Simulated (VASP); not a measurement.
# AlN (P6_3mc) in VASP: a series of runs, part 2 of 2

VASP 6.6.1.

## (4) Electric field gradients, PBEsol (equal xx and yy strain of +1 %)

File INCAR:

```
  PREC = Accurate
  ENCUT = 520
  EDIFF = 1E-8
  ISMEAR = -1
  SIGMA = 0.02
  LREAL = False
  LASPH = True
  NELM = 80
  ALGO = Normal
  ISIF = 2
  LWAVE = False
  LCHARG = False
  GGA = PS
  LEFG = True
  NBANDS = 16
```

File KPOINTS:

```
Automatic mesh
0
Gamma
  11 11 6
```

File POSCAR:

```
AlN
1.0
    3.1421121731      0.0000000000      0.0000000000
   -1.5710560866      2.7211489634      0.0000000000
    0.0000000000      0.0000000000      4.9780000000
Al N
2 2
Direct
    0.3333333333      0.6666666667      0.0000000000
    0.6666666667      0.3333333333      0.5000000000
    0.3333333333      0.6666666667      0.3850000000
    0.6666666667      0.3333333333      0.8850000000
```

Potentials or basis: VASP PAW PBE potentials, release 64 (Al, N).

Launch:

```sh
cat potpaw_PBE.64/Al/POTCAR potpaw_PBE.64/N/POTCAR > POTCAR
mpirun -np 1 vasp_std > vasp.out
```

OUTCAR:

```text
PREC = Accurate
   ENCUT = 520
   EDIFF = 1E-8
   ISMEAR = -1
   LREAL = False
   LASPH = True
   NELM = 80
   ISIF = 2
   GGA = PS

 ion  position               nearest neighbor table
   1  0.333  0.667  0.000-   4 1.90   4 1.90   4 1.90   3 1.92   2 3.08   2 3.08   2 3.08   2 3.08
                             2 3.08   2 3.08
   2  0.667  0.333  0.500-   3 1.90   3 1.90   3 1.90   4 1.92   1 3.08   1 3.08   1 3.08   1 3.08
                             1 3.08   1 3.08
   3  0.333  0.667  0.385-   2 1.90   2 1.90   2 1.90   1 1.92
   4  0.667  0.333  0.885-   1 1.90   1 1.90   1 1.90   2 1.92

  LATTYP: Found a hexagonal cell.
 ALAT       =     3.1421121731
 C/A-ratio  =     1.5842846231

  Lattice vectors:

 A1 = (   3.1421121731,   0.0000000000,   0.0000000000)
 A2 = (  -1.5710560866,   2.7211489634,   0.0000000000)
 A3 = (   0.0000000000,   0.0000000000,   4.9780000000)

Analysis of symmetry for initial positions (statically):
=====================================================================
 Subroutine PRICEL returns:
 Original cell was already a primitive cell.

 Routine SETGRP: Setting up the symmetry group for a
 hexagonal supercell.

 Subroutine GETGRP returns: Found 12 space group operations
 (whereof  6 operations were pure point group operations)
 out of a pool of 24 trial point group operations.

The static configuration has the point symmetry C_3v.
 The point group associated with its full space group is C_6v.

Analysis of symmetry for dynamics (positions and initial velocities):
=====================================================================
 Subroutine PRICEL returns:
 Original cell was already a primitive cell.

 Routine SETGRP: Setting up the symmetry group for a
 hexagonal supercell.

 Subroutine GETGRP returns: Found 12 space group operations
 (whereof  6 operations were pure point group operations)
 out of a pool of 24 trial point group operations.

The dynamic configuration has the point symmetry C_3v.
 The point group associated with its full space group is C_6v.

 Subroutine INISYM returns: Found 12 space group operations
 (whereof  6 operations are pure point group operations),
 and found     1 'primitive' translations

----------------------------------------------------------------------------------------

                                     Primitive cell

  volume of cell :      42.5627

  direct lattice vectors                    reciprocal lattice vectors
     3.142112173  0.000000000  0.000000000     0.318257257  0.183745913  0.000000000
    -1.571056087  2.721148963  0.000000000     0.000000000  0.367491825  0.000000000
     0.000000000  0.000000000  4.978000000     0.000000000  0.000000000  0.200883889

  length of vectors
     3.142112173  3.142112173  4.978000000     0.367491825  0.367491825  0.200883889

  position of ions in fractional coordinates (direct lattice)
     0.333333333  0.666666667  0.000000000
     0.666666667  0.333333333  0.500000000
     0.333333333  0.666666667  0.385000000
     0.666666667  0.333333333  0.885000000

  ion indices of the primitive-cell ions
   primitive index   ion index
                 1           1
[... 88 lines left out ...]
   EMIN   =  10.00;   EMAX   =-10.00  energy-range for DOS
   EFERMI =   0.00;   METHOD = LEGACY
   ISMEAR =    -1;   SIGMA  =   0.02  broadening in eV -4-tet -1-fermi 0-gaus
   EFERMI_NEDOS =   21; number of points for ismear=-14 and -15
   IALGO  =     38    algorithm
   IMIX   =      4    mixing-type and parameters
     AMIX     =   0.40;   BMIX     =  1.00
     AMIX_MAG =   1.60;   BMIX_MAG =  1.00
  volume/ion in A,a.u.               =      10.64        71.81
  Fermi-wavevector in a.u.,A,eV,Ry     =   1.181513  2.232736 18.993367  1.395973
  Thomas-Fermi vector in A             =   2.317785
   LORBIT       =      0    0 simple, 1 ext, 2 COOP (PROOUT), +10 PAW based schemes
   GGA     = PS    functional components
   LHFCALC =     F    Hartree Fock is set to
   AEXX    =    0.0000 exact exchange contribution
   IVDW    =     0    specifies the selected vdW correction
   LEPSILON=     F    determine dielectric tensor
   LRPA    =     F    only Hartree local field effects (RPA)
 non-spin polarized calculation
  energy-cutoff  :      520.00
  volume of cell :       42.56
 maximum number of plane-waves:      1164
 NGX is ok and might be reduce to    24
   NGX = 11   NGY = 11   NGZ = 19

 number of electron      16.0000000 magnetization

 Free energy of the ion-electron system (eV)
  ---------------------------------------------------
  ext. energy  EPLUGINS =         0.00000000
  ---------------------------------------------------
  free energy    TOTEN  =       -31.30179615 eV

  energy without entropy =      -31.30179615  energy(sigma->0) =      -31.30179615

 E-fermi :   6.3598     XC(G=0): -11.0251

 val. band max:        5.9685849709   @ k =   0.0000   0.0000   0.0000
 cond. band min:       9.8615873901   @ k =   0.0000   0.0000   0.0000
 fundamental gap:      3.8930024192
 Fermi energy:         6.3598486444

 k-point     1 :       0.0000    0.0000    0.0000
  band No.  band energies     occupation
      1      -9.1712      2.00000
      2      -7.0027      2.00000
      3      -0.0405      2.00000
      4       4.9601      2.00000
      5       4.9601      2.00000
      6       5.6392      2.00000
[... 433 lines left out ...]
      3       0.9671      2.00000
      4       2.8385      2.00000
      5       3.2405      2.00000
      6       4.3293      2.00000
[... 8 lines left out ...]
     15      18.0268      0.00000
     16      19.0578      0.00000

 [... further k-points ...]
[... 5 lines left out ...]
  --------------------------------------------------------------------------------------
  -------------------------------------------------------------------------------------
  Total       -1.1221876     -1.1221876     -0.5468830      0.0000000      0.0000000      0.0000000
  in kB      -42.2422605    -42.2422605    -20.5861962      0.0000000      0.0000000      0.0000000
  external PRESSURE =     -35.0235724 kB  Pullay stress =       0.0000000 kB

 VOLUME and BASIS-vectors are now :
 -----------------------------------------------------------------------------
  energy-cutoff  :      520.00
  volume of cell :       42.56
      direct lattice vectors                 reciprocal lattice vectors
     3.142112173  0.000000000  0.000000000     0.318257257  0.183745913  0.000000000
    -1.571056087  2.721148963  0.000000000     0.000000000  0.367491825  0.000000000
     0.000000000  0.000000000  4.978000000     0.000000000  0.000000000  0.200883889

 POSITION                                       TOTAL-FORCE (eV/Angst)
 -----------------------------------------------------------------------------------
     -0.00000      1.81410      0.00000        -0.000000      0.000000      0.070629
      1.57106      0.90705      2.48900         0.000000     -0.000000      0.070629
     -0.00000      1.81410      1.91653        -0.000000      0.000000     -0.070629
      1.57106      0.90705      4.40553         0.000000     -0.000000     -0.070629
 -----------------------------------------------------------------------------------
    total drift:                               -0.000000      0.000000      0.000038

  FREE ENERGIE OF THE ION-ELECTRON SYSTEM (eV)
  ---------------------------------------------------
  free  energy   TOTEN  =       -31.3017961462 eV

  energy  without entropy=      -31.3017961462  energy(sigma->0) =      -31.30179615

 Electric field gradients (V/A^2)
---------------------------------------------------------------------
 ion       V_xx      V_yy      V_zz      V_xy      V_xz      V_yz
---------------------------------------------------------------------
   1      -3.012    -3.012     6.024     0.000     0.000    -0.000
   2      -3.012    -3.012     6.024     0.000    -0.000     0.000
   3       0.699     0.698    -1.398    -0.001     0.000    -0.000
   4       0.699     0.698    -1.398    -0.001    -0.000     0.000
---------------------------------------------------------------------

 Electric field gradients after diagonalization (V/A^2)
 (convention: |V_zz| > |V_xx| > |V_yy|)
----------------------------------------------------------------------
 ion       V_xx      V_yy      V_zz     asymmetry (V_yy - V_xx)/ V_zz
----------------------------------------------------------------------
   1      -3.012    -3.012     6.024       0.000
   2      -3.012    -3.012     6.024       0.000
   3       0.700     0.698    -1.398       0.001
   4       0.700     0.698    -1.398       0.001
----------------------------------------------------------------------

           NMR quadrupolar parameters

 Cq : quadrupolar parameter    Cq=e*Q*V_zz/h
 eta: asymmetry parameters     (V_yy - V_xx)/ V_zz
 Q  : nuclear electric quadrupole moment in mb (millibarn)
----------------------------------------------------------------------
 ion       Cq(MHz)       eta       Q (mb)
----------------------------------------------------------------------
   1       0.015       0.000       1.000
   2       0.015       0.000       1.000
   3      -0.003       0.001       1.000
   4      -0.003       0.001       1.000
----------------------------------------------------------------------
```

OSZICAR:

```text
N       E                     dE             d eps       ncg     rms          rms(c)
DAV:   1     0.399664423209E+02    0.39966E+02   -0.72853E+03  2056   0.892E+02
DAV:   2    -0.321184182545E+02   -0.72085E+02   -0.65852E+02  2912   0.186E+02
DAV:   3    -0.356568785576E+02   -0.35385E+01   -0.35281E+01  2552   0.424E+01
DAV:   4    -0.356786153696E+02   -0.21737E-01   -0.21736E-01  2488   0.377E+00
DAV:   5    -0.356788951436E+02   -0.27977E-03   -0.27977E-03  2624   0.431E-01    0.116E+01
DAV:   6    -0.313514453387E+02    0.43274E+01   -0.95223E+00  2464   0.222E+01    0.413E+00
DAV:   7    -0.313391578194E+02    0.12288E-01   -0.59546E-01  2176   0.538E+00    0.286E+00
DAV:   8    -0.313065180171E+02    0.32640E-01   -0.74121E-02  2296   0.231E+00    0.633E-01
DAV:   9    -0.313014980922E+02    0.50199E-02   -0.12811E-02  2680   0.844E-01    0.255E-01
DAV:  10    -0.313018775930E+02   -0.37950E-03   -0.15047E-03  2240   0.251E-01    0.163E-01
DAV:  11    -0.313017976270E+02    0.79966E-04   -0.12552E-04  2376   0.821E-02    0.350E-02
DAV:  12    -0.313017966867E+02    0.94027E-06   -0.53413E-06  2392   0.198E-02    0.705E-03
DAV:  13    -0.313017961062E+02    0.58054E-06   -0.24685E-06  2552   0.117E-02    0.400E-03
DAV:  14    -0.313017961206E+02   -0.14351E-07   -0.16187E-07  2384   0.343E-03    0.115E-03
DAV:  15    -0.313017961466E+02   -0.26004E-07   -0.10503E-08  1496   0.780E-04    0.218E-04
DAV:  16    -0.313017961462E+02    0.32605E-09   -0.77605E-10  1160   0.336E-04
   1 F= -.31301796E+02 E0= -.31301796E+02  d E =-.558257E-11
```

stdout:

```text
POSCAR found type information on POSCAR AlN
 POSCAR found :  2 types and       4 ions
 scaLAPACK will be used
 -----------------------------------------------------------------------------
|                                                                             |
|                                                                             |
|     You enforced a specific xc type in the INCAR file but a different       |
|     I HOPE YOU KNOW WHAT YOU ARE DOING!                                     |
|                                                                             |
 -----------------------------------------------------------------------------

 LDA part: xc-table for (Slater+PW92), standard interpolation
 POSCAR, INCAR and KPOINTS ok, starting setup
 FFT: planning ... GRIDC
 FFT: planning ... GRID_SOFT
 FFT: planning ... GRID
 WAVECAR not read
 entering main loop
ion   1

ion   2

ion   3

ion   4
```

Wall time 24 s (1 thread of AMD EPYC 9R45 (Zen 5), shared host); peak memory 0.14 GiB.

What came out:

```yaml
Free_energy: -31.3018 eV
Pressure: -3.5 GPa
Largest_force: 0.071 eV/Å
Band_gap_on_the_k_mesh: 3.89 eV, direct
```

Forces in eV/Å, atoms in the order of the input:
```
Al   0.000  0.000  0.071
Al   0.000  0.000  0.071
N    0.000  0.000 -0.071
N    0.000  0.000 -0.071
```

Electric field gradients, principal values (V/Å²):
```csv
atom,least,middle,greatest (by size)
1 Al,-3.012,-3.012,6.024
2 Al,-3.012,-3.012,6.024
3 N,0.698,0.700,-1.398
4 N,0.698,0.700,-1.398
```

Caveat: the cell differs from its parent crystal (equal xx and yy strain of +1 %); without QUAD_EFG the Cq values of the log hold for a quadrupole moment of 1 mb, not for the nuclei; the PAW data sets were made with another functional, which shifts forces and pressure a little.

## (5) Overview

| cell | gap on the mesh (eV) | pressure (GPa) | largest force (eV/Å) |
| --- | --- | --- | --- |
| a = 3.111, b = 3.111, c = 5.078 Å, angles 90.0, 90.0, 120.0°, 4 atoms | 3.96 | -3.0 | 0.36 |
| a = 3.049, b = 3.049, c = 4.978 Å, angles 90.0, 90.0, 120.0°, 4 atoms | 4.50 | 10.0 | 0.44 |
| a = 3.142, b = 3.142, c = 4.978 Å, angles 90.0, 90.0, 120.0°, 4 atoms | 3.89 | -3.5 | 0.07 |

Alike in all rows: task electric field gradients; level PBEsol; potentials or basis VASP PAW PBE potentials, release 64 (Al, N); no spin polarisation; k mesh 11 × 11 × 6; cutoff (eV) 520; smearing fermi-dirac 0.02 eV.

Caveats: the PAW data sets were made with another functional, which shifts forces and pressure a little.

Total energies depend on the potentials used, so only differences within one code and one set of settings carry meaning.
